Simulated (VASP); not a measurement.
# ZnS (F-43m) in VASP: a series of runs, part 2 of 2

VASP 6.6.1.

## 4. Single point, PBE

This run uses another cell than the first one, of 21.30 Å³/atom, 1.080 times its volume.

The input, INCAR:

```
PREC     = Accurate       # precision mode
ENCUT    = 500            # plane-wave cutoff, eV
EDIFF    = 1E-6           # SCF threshold, eV
ISMEAR   = -1             # smearing method
SIGMA    = 0.1            # smearing width, eV
LREAL    = F              # projectors in reciprocal space
LASPH    = T              # aspherical terms in the spheres
NELM     = 120            # most SCF steps
ALGO     = Normal         # electronic algorithm
ISIF     = 2              # what is computed and relaxed
LWAVE    = F              # write WAVECAR
LCHARG   = F              # write CHGCAR
GGA      = PE             # functional
NBANDS   = 16             # bands
GGA_COMPAT= F
```

The input, KPOINTS:

```
Automatic mesh
0
Gamma
  6 6 6
```

The input, POSCAR:

```
ZnS
1.0
    0.0000000000      2.7722130048      2.7722130048
    2.7722130048      0.0000000000      2.7722130048
    2.7722130048      2.7722130048      0.0000000000
Zn S
1 1
Direct
    0.2500000000      0.2500000000      0.2500000000
    0.0000000000      0.0000000000      0.0000000000
```

Potentials or basis: VASP PAW PBE potentials, release 64 (Zn, S).

Started as:

```
$ cat potpaw_PBE.64/Zn/POTCAR potpaw_PBE.64/S/POTCAR > POTCAR
$ mpirun -np 1 vasp_std > vasp.out
```

OUTCAR:

```text
PREC = Accurate
   ENCUT = 500
   EDIFF = 1E-6
   ISMEAR = -1
   LREAL = F
   LASPH = T
   NELM = 120
   ISIF = 2
   GGA = PE

 ion  position               nearest neighbor table
   1  0.250  0.250  0.250-   2 2.40   2 2.40   2 2.40   2 2.40
   2  0.000  0.000  0.000-   1 2.40   1 2.40   1 2.40   1 2.40

  LATTYP: Found a face centered cubic cell.
 ALAT       =     5.5444260096

  Lattice vectors:

 A1 = (   0.0000000000,   2.7722130048,   2.7722130048)
 A2 = (   2.7722130048,   0.0000000000,   2.7722130048)
 A3 = (   2.7722130048,   2.7722130048,   0.0000000000)

Analysis of symmetry for initial positions (statically):
=====================================================================
 Subroutine PRICEL returns:
 Original cell was already a primitive cell.

 Routine SETGRP: Setting up the symmetry group for a
 face centered cubic supercell.

 Subroutine GETGRP returns: Found 24 space group operations
 (whereof 24 operations were pure point group operations)
 out of a pool of 48 trial point group operations.

The static configuration has the point symmetry T_d .

Analysis of symmetry for dynamics (positions and initial velocities):
=====================================================================
 Subroutine PRICEL returns:
 Original cell was already a primitive cell.

 Routine SETGRP: Setting up the symmetry group for a
 face centered cubic supercell.

 Subroutine GETGRP returns: Found 24 space group operations
 (whereof 24 operations were pure point group operations)
 out of a pool of 48 trial point group operations.

The dynamic configuration has the point symmetry T_d .

 Subroutine INISYM returns: Found 24 space group operations
 (whereof 24 operations are pure point group operations),
 and found     1 'primitive' translations

----------------------------------------------------------------------------------------

                                     Primitive cell

  volume of cell :      42.6098

  direct lattice vectors                    reciprocal lattice vectors
     0.000000000  2.772213005  2.772213005    -0.180361321  0.180361321  0.180361321
     2.772213005  0.000000000  2.772213005     0.180361321 -0.180361321  0.180361321
     2.772213005  2.772213005  0.000000000     0.180361321  0.180361321 -0.180361321

  length of vectors
     3.920501229  3.920501229  3.920501229     0.312394972  0.312394972  0.312394972

  position of ions in fractional coordinates (direct lattice)
     0.250000000  0.250000000  0.250000000
     0.000000000  0.000000000  0.000000000

  ion indices of the primitive-cell ions
   primitive index   ion index
                 1           1
                 2           2

----------------------------------------------------------------------------------------

 KPOINTS: Automatic mesh

Automatic generation of k-mesh.
 Grid dimensions read from file:
 generate k-points for:    6    6    6

 Generating k-lattice:

  Cartesian coordinates                     Fractional coordinates (reciprocal lattice)
    -0.030060220  0.030060220  0.030060220     0.166666667  0.000000000  0.000000000
     0.030060220 -0.030060220  0.030060220     0.000000000  0.166666667  0.000000000
     0.030060220  0.030060220 -0.030060220     0.000000000  0.000000000  0.166666667

  Length of vectors
     0.052065829  0.052065829  0.052065829

  Shift w.r.t. Gamma in fractional coordinates (k-lattice)
     0.000000000  0.000000000  0.000000000

 Subroutine IBZKPT returns following result:
 ===========================================

 Found     16 irreducible k-points:

 Following reciprocal coordinates:
            Coordinates               Weight
  0.000000  0.000000  0.000000      1.000000
  0.166667  0.000000  0.000000      8.000000
  0.333333  0.000000  0.000000      8.000000
  0.500000  0.000000  0.000000      4.000000
  0.166667  0.166667  0.000000      6.000000
  0.333333  0.166667  0.000000     24.000000
[... 8 lines left out ...]
 -0.333333  0.333333  0.166667     24.000000
 -0.333333  0.500000  0.166667     12.000000
   k-points           NKPTS =     16   k-points in BZ     NKDIM =     16   number of bands    NBANDS=     16
   number of dos      NEDOS =    301   number of ions     NIONS =      2
   total plane-waves  NPLWV =  27000
   dimension x,y,z NGX =    30 NGY =   30 NGZ =   30
   dimension x,y,z NGXF=    60 NGYF=   60 NGZF=   60
   ions per type =               1   1
   NGX,Y,Z   is equivalent  to a cutoff of  12.72, 12.72, 12.72 a.u.
   NGXF,Y,Z  is equivalent  to a cutoff of  25.44, 25.44, 25.44 a.u.
 SYSTEM =  unknown system
   PREC   = accura    normal or accurate (medium, high low for compatibility)
   ISTART =      0    job   : 0-new  1-cont  2-samecut
   ICHARG =      2    charge: 1-file 2-atom 10-const
   ISPIN  =      1    spin polarized calculation?
   LNONCOLLINEAR =      F non collinear calculations
   LSORBIT =      F    spin-orbit coupling
   LASPH  =      T    aspherical Exc in radial PAW
   ENCUT  =  500.0 eV  36.75 Ry    6.06 a.u.   7.15  7.15  7.15*2*pi/ulx,y,z
   NELM   =    120;   NELMIN=  2; NELMDL= -5     # of ELM steps
   EDIFF  = 0.1E-05   stopping-criterion for ELM
   LREAL  =      F    real-space projection
   EDIFFG = 0.1E-04   stopping-criterion for IOM
   NSW    =      0    number of steps for IOM
   IBRION =     -1    ionic relax: 0-MD 1-quasi-New 2-CG
   NFREE  =      0    steps in history (QN), initial steepest desc. (CG)
   ISIF   =      2    stress and relaxation
   ISYM   =      2    0-nonsym 1-usesym 2-fastsym
   POTIM  = 0.5000    time-step for ionic-motion
   TEBEG  =    0.0;   TEEND  =   0.0 temperature during run
   PSTRESS=    0.0 pullay stress
   NELECT =      18.0000    total number of electrons
   NUPDOWN=      -1.0000    fix difference up-down
   EMIN   =  10.00;   EMAX   =-10.00  energy-range for DOS
   EFERMI =   0.00;   METHOD = LEGACY
   ISMEAR =    -1;   SIGMA  =   0.10  broadening in eV -4-tet -1-fermi 0-gaus
   EFERMI_NEDOS =   21; number of points for ismear=-14 and -15
   IALGO  =     38    algorithm
   IMIX   =      4    mixing-type and parameters
     AMIX     =   0.40;   BMIX     =  1.00
     AMIX_MAG =   1.60;   BMIX_MAG =  1.00
  volume/ion in A,a.u.               =      21.30       143.77
  Fermi-wavevector in a.u.,A,eV,Ry     =   1.228370  2.321282 20.529721  1.508892
  Thomas-Fermi vector in A             =   2.363298
   LORBIT       =      0    0 simple, 1 ext, 2 COOP (PROOUT), +10 PAW based schemes
   GGA     = PE    functional components
   LHFCALC =     F    Hartree Fock is set to
   AEXX    =    0.0000 exact exchange contribution
   IVDW    =     0    specifies the selected vdW correction
   LEPSILON=     F    determine dielectric tensor
   LRPA    =     F    only Hartree local field effects (RPA)
 non-spin polarized calculation
  energy-cutoff  :      500.00
  volume of cell :       42.61
 maximum number of plane-waves:      1106
 NGX is ok and might be reduce to    30
   NGX = 15   NGY = 15   NGZ = 15

 number of electron      17.9999987 magnetization

 Free energy of the ion-electron system (eV)
  ---------------------------------------------------
  ext. energy  EPLUGINS =         0.00000000
  ---------------------------------------------------
  free energy    TOTEN  =        -6.82649091 eV

  energy without entropy =       -6.82648485  energy(sigma->0) =       -6.82648788

 E-fermi :   2.4001     XC(G=0):  -9.2716

 val. band max:        1.4242835875   @ k =   0.0000   0.0000   0.0000
 cond. band min:       3.2071794824   @ k =   0.0000   0.0000   0.0000
 fundamental gap:      1.7828958948
 Fermi energy:         2.4000822141

 k-point     1 :       0.0000    0.0000    0.0000
  band No.  band energies     occupation
      1     -11.2103      2.00000
      2      -4.6439      2.00000
      3      -4.6439      2.00000
      4      -4.6439      2.00000
      5      -4.2328      2.00000
      6      -4.2328      2.00000
[... 8 lines left out ...]
     15      13.0896      0.00000
     16      13.0896      0.00000
[... 267 lines left out ...]
 k-point    16 :      -0.3333    0.5000    0.1667
  band No.  band energies     occupation
      1     -10.1490      2.00000
      2      -4.5367      2.00000
      3      -4.4015      2.00000
      4      -4.3207      2.00000
      5      -4.2120      2.00000
      6      -3.9375      2.00000
[... 8 lines left out ...]
     15      15.0548      0.00000
     16      15.8779      0.00000

------------------------ aborting loop because EDIFF is reached ----------------------------------------

  FORCE on cell =-STRESS in cart. coord.  units (eV):
  Direction    XX          YY          ZZ          XY          YZ          ZX
  --------------------------------------------------------------------------------------
  -------------------------------------------------------------------------------------
  Total       -0.8703927     -0.8703927     -0.8703927     -0.0000000      0.0000000      0.0000000
  in kB      -32.7277414    -32.7277414    -32.7277414     -0.0000000      0.0000000      0.0000000
  external PRESSURE =     -32.7277414 kB  Pullay stress =       0.0000000 kB

 VOLUME and BASIS-vectors are now :
 -----------------------------------------------------------------------------
  energy-cutoff  :      500.00
  volume of cell :       42.61
      direct lattice vectors                 reciprocal lattice vectors
     0.000000000  2.772213005  2.772213005    -0.180361321  0.180361321  0.180361321
     2.772213005  0.000000000  2.772213005     0.180361321 -0.180361321  0.180361321
     2.772213005  2.772213005  0.000000000     0.180361321  0.180361321 -0.180361321

 POSITION                                       TOTAL-FORCE (eV/Angst)
 -----------------------------------------------------------------------------------
      1.38611      1.38611      1.38611        -0.000000     -0.000000     -0.000000
      0.00000      0.00000      0.00000         0.000000      0.000000      0.000000
 -----------------------------------------------------------------------------------
    total drift:                               -0.000000     -0.000000     -0.000000

  FREE ENERGIE OF THE ION-ELECTRON SYSTEM (eV)
  ---------------------------------------------------
  free  energy   TOTEN  =        -6.8264909051 eV

  energy  without entropy=       -6.8264848452  energy(sigma->0) =       -6.82648788
```

Run time: 29 s. Hardware: 1 thread of AMD EPYC 7R13, shared host; peak memory 0.14 GiB.

What came out:

- Free energy: -6.8265 eV
- Pressure: -3.3 GPa
- Band gap on the k mesh: 1.78 eV, direct

Levels at points of the mesh, in eV from the valence-band top:
```csv
k point,band 7,band 8,band 9,band 10,band 11,band 12
"(0.00, 0.00, 0.00)",0.00,0.00,0.00,1.78,6.43,6.43
"(0.50, 0.00, 0.00)",-4.80,-0.76,-0.76,3.15,6.95,6.95
"(0.50, 0.50, 0.00)",-4.26,-1.95,-1.95,3.57,4.05,10.46
```

## 5. Summary

```csv
cell,gap on the mesh (eV),pressure (GPa)
"a = 3.821 Å, angles 60.0°, 2 atoms",2.11,1.8
"a = 3.871 Å, angles 60.0°, 2 atoms",1.94,-1.0
"a = 3.921 Å, angles 60.0°, 2 atoms",1.78,-3.3
```

Alike in all rows: task single point; level PBE; potentials or basis VASP PAW PBE potentials, release 64 (Zn, S); no spin polarisation; k mesh 6 × 6 × 6; cutoff (eV) 500; smearing fermi-dirac 0.1 eV.

Total energies depend on the potentials used, so only differences within one code and one set of settings carry meaning.

## 6. Against experiment

Step 2. Against the measured gap of ZnS, 3.85 eV (direct; 19 K; quoted in “Electronic, vibrational, and thermodynamic properties of ZnS (zincblende and rocksalt structure)”, 2009, arxiv:0911.5022), the calculated 2.11 eV is off by -1.74 eV. The value is that of PBE, without temperature or zero-point motion. Semilocal functionals fall short of measured gaps as a rule.

Step 3. Against the measured gap of ZnS, 3.85 eV (direct; 19 K; quoted in “Electronic, vibrational, and thermodynamic properties of ZnS (zincblende and rocksalt structure)”, 2009, arxiv:0911.5022), the calculated 1.94 eV is off by -1.91 eV. The value is that of PBE, without temperature or zero-point motion. Semilocal functionals fall short of measured gaps as a rule.
